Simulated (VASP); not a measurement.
Crystal: Ti3SiO8.

```
Si Ti O
1.0
     3.44964   -3.44964    0.00000
     3.44964    3.44964    0.00000
     0.00000    0.00000    6.56808
Si Ti O
1 3 8
Direct
  0.50000 0.50000 0.00000
  0.00000 0.00000 0.75000
  0.50000 0.50000 0.50000
  0.00000 0.00000 0.25000
  0.19403 0.19403 0.00000
  0.80597 0.80597 0.00000
  0.69403 0.30597 0.75000
  0.30597 0.69403 0.75000
  0.19403 0.19403 0.50000
  0.80597 0.80597 0.50000
  0.69403 0.30597 0.25000
  0.30597 0.69403 0.25000
```

- Program: VASP 6.6.1
- Task: relaxation of cell and atoms
- Functional: PBE
- Potentials or basis: VASP PAW PBE potentials, release 64 (Si, Ti_sv, O)
- Cutoff: 600 eV
- k mesh: 6 × 6 × 4
- Occupations: fermi-dirac, width 0.02 eV
- Spin: no spin polarisation

At the start: pressure -34.6 GPa; volume 13.03 Å³/atom.

Where does the relaxation end?

Over 15 steps the energy falls by 495.5 meV/atom and the volume is 9.98 Å³/atom (-23.4 %); space group Cmmm (No. 65, to 0.1 Å) before and after.

The path:
```tsv
step	energy change (eV)	largest force (eV/Å)	pressure (GPa)	volume (Å³)
1	0.0000	1.2528	-34.61	156.32
2	-1.5921	4.5015	68.33	100.71
3	-5.3227	2.2182	-0.40	121.46
4	-5.3291	2.2806	1.24	120.65
5	-5.8757	1.0818	3.00	118.51
6	-5.8840	0.9977	2.61	118.73
7	-5.9159	0.7454	-2.74	121.03
8	-5.9379	0.2506	-0.77	120.12
9	-5.9449	0.1305	0.23	119.63
10	-5.9449	0.1175	0.17	119.66
11	-5.9463	0.0259	0.06	119.72
12	-5.9463	0.0276	0.05	119.73
13	-5.9464	0.0266	-0.01	119.77
14	-5.9464	0.0091	0.00	119.76
15	-5.9464	0.0027	0.01	119.77
```

Final structure:
```
Si Ti O
1.0
     3.21186   -3.20197    0.00000
     3.21186    3.20197    0.00000
     0.00000    0.00000    5.82274
Si Ti O
1 3 8
Direct
  0.50000 0.50000 0.00000
  0.00000 0.00000 0.75571
  0.50000 0.50000 0.50000
  0.00000 0.00000 0.24429
  0.20861 0.20861 0.00000
  0.79139 0.79139 0.00000
  0.68747 0.31253 0.77011
  0.31253 0.68747 0.77011
  0.19484 0.19484 0.50000
  0.80516 0.80516 0.50000
  0.68747 0.31253 0.22989
  0.31253 0.68747 0.22989
```

Caveat: the volume moved by over 15 % at a fixed basis, so the end points are rough.
